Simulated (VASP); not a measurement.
**C: single point with PBE+D3(BJ)**

Crystal: C.

```
CELL_PARAMETERS angstrom
2.50582 0.00000 0.00000
-1.25291 2.17010 0.00000
0.00000 0.00000 3.63162
ATOMIC_POSITIONS crystal
C 0.32396 0.64793 0.00000
C 0.67604 0.35207 0.00000
```

This cell differs from its parent crystal: atoms displaced along a vibrational mode, the cell strained.

```
Program                : VASP 6.6.1
Task                   : single point
Functional             : PBE
Dispersion             : D3(BJ)
Potentials or basis    : VASP PAW PBE potentials, release 64 (C)
Cutoff                 : 520 eV
k mesh                 : 21 × 21 × 12
Occupations            : gaussian, width 0.15 eV
Spin                   : no spin polarisation
Dipole correction      : no
Further INCAR settings : ALGO = Normal; EDIFF = 1e-07; NBANDS = 11
```

```yaml
Pressure: -9.8 GPa
Largest_force: 3.492 eV/Å
Band_gap_on_the_k_mesh: zero (bands 4 and 5 overlap by 0.15 eV)
Dispersion_energy_per_atom: -0.141 eV
```

Forces on the atoms (eV/Å):
```
C    0.000  3.492  0.000
C    0.000 -3.492  0.000
```

Stress tensor (GPa, compression positive):
```
-10.01   0.00   0.00
  0.00 -18.87   0.00
  0.00   0.00  -0.39
```

Levels at points of the mesh, in eV from the Fermi level:
| k point | band 2 | band 3 | band 4 | band 5 | band 6 | band 7 |
| --- | --- | --- | --- | --- | --- | --- |
| (0.00, 0.00, 0.00) | -6.59 | -4.17 | -1.80 | 3.95 | 6.47 | 9.57 |
| (0.00, 0.00, 0.50) | -7.91 | -4.16 | -1.78 | 6.51 | 9.02 | 9.63 |

It took 2.2 min on 1 thread of AMD EPYC 7R43 64-Core Processor (Zen 3) (shared host), peak memory 0.22 GiB.

Caveat: the cell differs from its parent crystal (atoms displaced along a vibrational mode, the cell strained); the cell stands under tension; forces of over 1 eV/Å act on the atoms, so gaps and moduli don't describe the material at rest.
